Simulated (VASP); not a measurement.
# ZnS (F-43m) in VASP: notebook

ZnS is run at these levels: PBEsol; tasks: elastic constants, vibrations by perturbation theory.

Everything below comes from runs of VASP 6.6.1. Logs are shortened: lines on timing, memory, paths and dates and some standing lists are left out, and cuts for length are marked.

### Step 1. The cell of the first run

It takes space group F-43m (No. 216, cubic). The conventional cell has a = 5.209 Å, b = 5.209 Å, c = 5.209 Å, α = 90.00°, β = 90.00°, γ = 90.00°. Within 3.0 Å of Zn (site symmetry -43m) lie 4 S at 2.26 Å. S (site symmetry -43m) has 4 Zn at 2.26 Å within 3.0 Å.

### Step 2. Elastic constants, PBEsol

Contents of INCAR:

```
SYSTEM = ZnS
ALGO = Normal ; EDIFF = 1E-8
ENCUT = 600 ; GGA = PS
IBRION = 6 ; ISIF = 3
ISMEAR = 0 ; LASPH = .TRUE.
LCHARG = .TRUE. ; LREAL = .FALSE.
LWAVE = .FALSE. ; NELM = 60
NFREE = 2 ; NSW = 1
POTIM = 0.015 ; PREC = Accurate
SIGMA = 0.01
```

Contents of KPOINTS:

```
k-points
0
G
  10 10 10
  0 0 0
```

Contents of POSCAR:

```
ZnS
1.0
    0.0000000000      2.6042856199      2.6042856199
    2.6042856199      0.0000000000      2.6042856199
    2.6042856199      2.6042856199      0.0000000000
Zn S
1 1
Direct
    0.0000000000      0.0000000000      0.0000000000
    0.7500000000      0.7500000000      0.7500000000
```

Potentials or basis: VASP PAW PBE potentials, release 64 (Zn, S).

Started as:

```
cat potpaw_PBE.64/Zn/POTCAR potpaw_PBE.64/S/POTCAR > POTCAR
mpirun -np 1 vasp_std > vasp.out
```

OUTCAR:

```text
SYSTEM = ZnS
   EDIFF = 1E-8
   ENCUT = 600
   GGA = PS
   IBRION = 6
   ISIF = 3
   ISMEAR = 0
   LASPH = .TRUE.
   LREAL = .FALSE.
   NELM = 60
   NFREE = 2
   NSW = 1
   POTIM = 0.015
   PREC = Accurate

 ion  position               nearest neighbor table
   1  0.000  0.000  0.000-   2 2.26   2 2.26   2 2.26   2 2.26
   2  0.750  0.750  0.750-   1 2.26   1 2.26   1 2.26   1 2.26

  LATTYP: Found a face centered cubic cell.
 ALAT       =     5.2085712398

  Lattice vectors:

 A1 = (   0.0000000000,   2.6042856199,   2.6042856199)
 A2 = (   2.6042856199,   0.0000000000,   2.6042856199)
 A3 = (   2.6042856199,   2.6042856199,   0.0000000000)

Analysis of symmetry for initial positions (statically):
=====================================================================
 Subroutine PRICEL returns:
 Original cell was already a primitive cell.

 Routine SETGRP: Setting up the symmetry group for a
 face centered cubic supercell.

 Subroutine GETGRP returns: Found 24 space group operations
 (whereof 24 operations were pure point group operations)
 out of a pool of 48 trial point group operations.

The static configuration has the point symmetry T_d .

Analysis of symmetry for dynamics (positions and initial velocities):
=====================================================================
 Subroutine PRICEL returns:
 Original cell was already a primitive cell.

 Routine SETGRP: Setting up the symmetry group for a
 face centered cubic supercell.

 Subroutine GETGRP returns: Found 24 space group operations
 (whereof 24 operations were pure point group operations)
 out of a pool of 48 trial point group operations.

The dynamic configuration has the point symmetry T_d .

 Subroutine INISYM returns: Found 24 space group operations
 (whereof 24 operations are pure point group operations),
 and found     1 'primitive' translations

----------------------------------------------------------------------------------------

                                     Primitive cell

  volume of cell :      35.3261

  direct lattice vectors                    reciprocal lattice vectors
     0.000000000  2.604285620  2.604285620    -0.191991230  0.191991230  0.191991230
     2.604285620  0.000000000  2.604285620     0.191991230 -0.191991230  0.191991230
     2.604285620  2.604285620  0.000000000     0.191991230  0.191991230 -0.191991230

  length of vectors
     3.683016044  3.683016044  3.683016044     0.332538565  0.332538565  0.332538565

  position of ions in fractional coordinates (direct lattice)
     0.000000000  0.000000000  0.000000000
     0.750000000  0.750000000  0.750000000

  ion indices of the primitive-cell ions
   primitive index   ion index
                 1           1
                 2           2

----------------------------------------------------------------------------------------

 KPOINTS: k-points

Automatic generation of k-mesh.
 Grid dimensions read from file:
 generate k-points for:   10   10   10

 Generating k-lattice:

  Cartesian coordinates                     Fractional coordinates (reciprocal lattice)
    -0.019199123  0.019199123  0.019199123     0.100000000  0.000000000  0.000000000
     0.019199123 -0.019199123  0.019199123     0.000000000  0.100000000  0.000000000
     0.019199123  0.019199123 -0.019199123     0.000000000  0.000000000  0.100000000

  Length of vectors
     0.033253857  0.033253857  0.033253857

  Shift w.r.t. Gamma in fractional coordinates (k-lattice)
     0.000000000  0.000000000  0.000000000

 Subroutine IBZKPT returns following result:
 ===========================================

 Found     47 irreducible k-points:

 Following reciprocal coordinates:
            Coordinates               Weight
  0.000000  0.000000  0.000000      1.000000
  0.100000  0.000000  0.000000      8.000000
  0.200000  0.000000  0.000000      8.000000
  0.300000  0.000000  0.000000      8.000000
  0.400000  0.000000  0.000000      8.000000
  0.500000  0.000000  0.000000      4.000000
[... 53 lines left out ...]
   EFERMI_NEDOS =   21; number of points for ismear=-14 and -15
   IALGO  =     38    algorithm
   IMIX   =      4    mixing-type and parameters
     AMIX     =   0.40;   BMIX     =  1.00
     AMIX_MAG =   1.60;   BMIX_MAG =  1.00
  volume/ion in A,a.u.               =      17.66       119.20
  Fermi-wavevector in a.u.,A,eV,Ry     =   1.307576  2.470961 23.262641  1.709756
  Thomas-Fermi vector in A             =   2.438302
   LORBIT       =      0    0 simple, 1 ext, 2 COOP (PROOUT), +10 PAW based schemes
   GGA     = PS    functional components
   LHFCALC =     F    Hartree Fock is set to
   AEXX    =    0.0000 exact exchange contribution
   IVDW    =     0    specifies the selected vdW correction
   LEPSILON=     F    determine dielectric tensor
   LRPA    =     F    only Hartree local field effects (RPA)
 finite differences with symmetry
 non-spin polarized calculation
 Gauss-broadening in eV      SIGMA  =   0.01
  energy-cutoff  :      600.00
  volume of cell :       35.33
 maximum number of plane-waves:      1243
 NGX is ok and might be reduce to    30
   NGX = 15   NGY = 15   NGZ = 15

--------------------------------------- Ionic step        1  -------------------------------------------

 number of electron      17.9999998 magnetization

 Free energy of the ion-electron system (eV)
  ---------------------------------------------------
  ext. energy  EPLUGINS =         0.00000000
  ---------------------------------------------------
  free energy    TOTEN  =        -7.51244083 eV

  energy without entropy =       -7.51244083  energy(sigma->0) =       -7.51244083

------------------------ aborting loop because EDIFF is reached ----------------------------------------

  FORCE on cell =-STRESS in cart. coord.  units (eV):
  Direction    XX          YY          ZZ          XY          YZ          ZX
  --------------------------------------------------------------------------------------
  -------------------------------------------------------------------------------------
  Total        1.8181979      1.8181979      1.8181979      0.0000000      0.0000000      0.0000000
  in kB       82.4623870     82.4623870     82.4623870      0.0000000      0.0000000      0.0000000
  external PRESSURE =      82.4623870 kB  Pullay stress =       0.0000000 kB
[... 89 lines left out ...]
  FREE ENERGIE OF THE ION-ELECTRON SYSTEM (eV)
  ---------------------------------------------------
  free  energy   TOTEN  =        -7.4817054899 eV

  energy  without entropy=       -7.4817054899  energy(sigma->0) =       -7.48170549

[... ionic steps 4 to 14 ...]

--------------------------------------- Ionic step       15  -------------------------------------------

 number of electron      17.9999999 magnetization

------------------------ aborting loop because EDIFF is reached ----------------------------------------
[... 67 lines left out ...]
--------------------------------------- Ionic step       17  -------------------------------------------

 number of electron      17.9999999 magnetization

 Free energy of the ion-electron system (eV)
  ---------------------------------------------------
  ext. energy  EPLUGINS =         0.00000000
  ---------------------------------------------------
  free energy    TOTEN  =        -7.51151851 eV

  energy without entropy =       -7.51151851  energy(sigma->0) =       -7.51151851

 E-fermi :   3.2256     XC(G=0): -10.3776

 val. band max:        3.1276119630   @ k =   0.0000   0.0000   0.0000
 cond. band min:       5.5855722366   @ k =   0.0000   0.0000   0.0000
 fundamental gap:      2.4579602737
 Fermi energy:         3.2255608021

 k-point     1 :       0.0000    0.0000    0.0000
  band No.  band energies     occupation
      1     -10.8809      2.00000
      2      -3.7908      2.00000
      3      -3.7764      2.00000
      4      -3.7618      2.00000
      5      -3.1382      2.00000
      6      -3.1380      2.00000
      7       3.1032      2.00000
      8       3.1163      2.00000
      9       3.1276      2.00000
     10       5.5856      0.00000
     11       9.3124      0.00000
     12       9.3186      0.00000
     13       9.3264      0.00000
[... 354 lines left out ...]
  band No.  band energies     occupation
      1      -9.6841      2.00000
      2      -3.8944      2.00000
      3      -3.4711      2.00000
      4      -3.4647      2.00000
      5      -3.1238      2.00000
      6      -3.0606      2.00000
      7      -0.9646      2.00000
      8       0.7079      2.00000
      9       0.9722      2.00000
     10       6.8330      0.00000
     11       7.8051      0.00000
     12      12.1586      0.00000
     13      13.0728      0.00000

 [... further k-points ...]
[... 5 lines left out ...]
  --------------------------------------------------------------------------------------
  -------------------------------------------------------------------------------------
  Total        1.8185054      1.8216361      1.8216361      0.0000000     -0.1457783      0.0000000
  in kB       82.4763328     82.6183213     82.6183213      0.0000000     -6.6116168      0.0000000
  external PRESSURE =      82.5709918 kB  Pullay stress =       0.0000000 kB
[... 17 lines left out ...]
  FREE ENERGIE OF THE ION-ELECTRON SYSTEM (eV)
  ---------------------------------------------------
  free  energy   TOTEN  =        -7.5115185117 eV

  energy  without entropy=       -7.5115185117  energy(sigma->0) =       -7.51151851

 INTERNAL STRAIN TENSORS FROM STRAINED CELLS
 ============================================

 INTERNAL STRAIN TENSOR FOR ION    1 for displacements in x,y,z  (eV/Angst):
          X           Y           Z          XY          YZ          ZX
  --------------------------------------------------------------------------------
  x    -0.00000    -0.00000    -0.00000     0.00000    -9.72426    -0.00000
  y    -0.00000     0.00000    -0.00000     0.00000     0.00000    -9.72472
  z    -0.00000     0.00000     0.00000    -9.72455     0.00000     0.00000

 INTERNAL STRAIN TENSORS FROM DISPLACED ATOMS
 ============================================

 INTERNAL STRAIN TENSOR FOR ION    1 for displacements in x,y,z  (eV/Angst):
          X           Y           Z          XY          YZ          ZX
  --------------------------------------------------------------------------------
  x    -0.00000    -0.00000    -0.00000     0.00000    -9.71637     0.00000
  y    -0.00000    -0.00000    -0.00000     0.00000     0.00000    -9.71637
  z    -0.00000    -0.00000    -0.00000    -9.71637     0.00000     0.00000

 INTERNAL STRAIN TENSOR FOR ION    2 for displacements in x,y,z  (eV/Angst):
          X           Y           Z          XY          YZ          ZX
  --------------------------------------------------------------------------------
  x     0.00000     0.00000     0.00000     0.00000     9.72035     0.00000
  y     0.00000    -0.00000     0.00000     0.00000     0.00000     9.72035
  z     0.00000     0.00000     0.00000     9.72035     0.00000     0.00000

 Eigenvectors and eigenvalues of the dynamical matrix
 ----------------------------------------------------

   1 f  =    9.650809 THz    60.637819 2PiTHz  321.916326 cm-1    39.912520 meV
             X         Y         Z           dx          dy          dz
      0.000000  0.000000  0.000000     0.000000    0.573531    0.000000
      3.906428  3.906428  3.906428     0.000000   -0.819184    0.000000
[... 21 lines left out ...]
   6 f/i=    0.000953 THz     0.005990 2PiTHz    0.031800 cm-1     0.003943 meV
             X         Y         Z           dx          dy          dz
      0.000000  0.000000  0.000000     0.000000    0.000000    0.819184
      3.906428  3.906428  3.906428     0.000000    0.000000    0.573531

--------------------------------------------------------------------------------------------------------

 ELASTIC MODULI CONTR FROM IONIC RELAXATION (kBar)
 Direction    XX          YY          ZZ          XY          YZ          ZX
 --------------------------------------------------------------------------------
 XX          -0.0000     -0.0000     -0.0000     -0.0000     -0.0000     -0.0000
 YY          -0.0000     -0.0000     -0.0000     -0.0000     -0.0000     -0.0000
 ZZ          -0.0000     -0.0000     -0.0000     -0.0000     -0.0000     -0.0000
 XY          -0.0000     -0.0000     -0.0000   -522.4665      0.0000      0.0000
 YZ          -0.0000     -0.0000     -0.0000      0.0000   -522.4665     -0.0000
 ZX          -0.0000     -0.0000     -0.0000      0.0000     -0.0000   -522.4665
 --------------------------------------------------------------------------------

 TOTAL ELASTIC MODULI (kBar)
 Direction    XX          YY          ZZ          XY          YZ          ZX
 --------------------------------------------------------------------------------
 XX        1300.1885    927.9600    927.9600     -0.0000     -0.0000     -0.0000
 YY         927.9600   1300.1885    927.9600     -0.0000     -0.0000     -0.0000
 ZZ         927.9600    927.9600   1300.1885     -0.0000     -0.0000     -0.0000
 XY          -0.0000     -0.0000     -0.0000    474.9021      0.0000      0.0000
 YZ          -0.0000     -0.0000     -0.0000      0.0000    474.9021     -0.0000
 ZX          -0.0000     -0.0000     -0.0000      0.0000     -0.0000    474.9021
 --------------------------------------------------------------------------------
```

Wall time 11 min (1 thread of AMD EPYC 9R45 (Zen 5), shared host); peak memory 0.37 GiB.

Results:

```
Elastic constants C11, C12, C44                         : 130, 93, 47 GPa
Voigt bulk modulus                                      : 105 GPa
Highest phonon frequency at Γ, LO-TO splitting left out : 322 cm⁻¹
```

Phonon frequencies in cm⁻¹ (negative: imaginary):
```
              q point        frequencies
(0.000, 0.000, 0.000)  0 0 0 322 322 322
```

Elastic tensor in Voigt notation (GPa, in the Cartesian axes of the cell as first typed):
```
130  93  93   0   0   0
 93 130  93   0   0   0
 93  93 130   0   0   0
  0   0   0  47   0   0
  0   0   0   0  47   0
  0   0   0   0   0  47
```

Clamped-ion elastic tensor (GPa):
```
130  93  93   0   0   0
 93 130  93   0   0   0
 93  93 130   0   0   0
  0   0   0 100   0   0
  0   0   0   0 100   0
  0   0   0   0   0 100
```

Caveat: the cell is under stress, which shifts elastic constants; the PAW data sets were made with another functional, which shifts forces and pressure a little.

### Step 3. Elastic constants, PBEsol

This run uses another cell than the first one, of 18.55 Å³/atom, 1.050 times its volume.

Contents of INCAR:

```
  PREC = Accurate
  ENCUT = 600
  EDIFF = 1E-8
  ISMEAR = 0
  SIGMA = 0.01
  LREAL = False
  LASPH = True
  NELM = 100
  ALGO = Normal
  ISIF = 3
  LWAVE = False
  LCHARG = False
  GGA = PS
  NBANDS = 16
  IBRION = 6
  NFREE = 2
  POTIM = 0.015
  NSW = 1
```

Contents of KPOINTS:

```
regular mesh
0
Gamma
  10 10 10
```

Contents of POSCAR:

```
ZnS
1.0
    0.0000000000      2.6470444440      2.6470444440
    2.6470444440      0.0000000000      2.6470444440
    2.6470444440      2.6470444440      0.0000000000
Zn S
1 1
Direct
    0.0000000000      0.0000000000      0.0000000000
    0.7500000000      0.7500000000      0.7500000000
```

Potentials or basis: VASP PAW PBE potentials, release 64 (Zn, S).

Started as:

```
cat potpaw_PBE.64/Zn/POTCAR potpaw_PBE.64/S/POTCAR > POTCAR
mpirun -np 1 vasp_std > vasp.out
```

It took 14 min on 1 thread of AMD EPYC 9R45 (Zen 5), shared host; peak memory 0.42 GiB.

It converged, with:

- Elastic constants C11, C12, C44: 116, 76, 48 GPa
- Voigt bulk modulus: 90 GPa
- Highest phonon frequency at Γ, LO-TO splitting left out: 297 cm⁻¹

Phonon frequencies in cm⁻¹ (negative: imaginary):
```
              q point        frequencies
(0.000, 0.000, 0.000)  0 0 0 297 297 297
```

Elastic tensor in Voigt notation (GPa, in the Cartesian axes of the cell as first typed):
```
116  76  76   0   0   0
 76 116  76   0   0   0
 76  76 116   0   0   0
  0   0   0  48   0   0
  0   0   0   0  48   0
  0   0   0   0   0  48
```

Clamped-ion elastic tensor (GPa):
```
116  76  76   0   0   0
 76 116  76   0   0   0
 76  76 116   0   0   0
  0   0   0  84   0   0
  0   0   0   0  84   0
  0   0   0   0   0  84
```

Caveat: the cell is under stress, which shifts elastic constants; the PAW data sets were made with another functional, which shifts forces and pressure a little.

(Continued in part 2 of 2.)
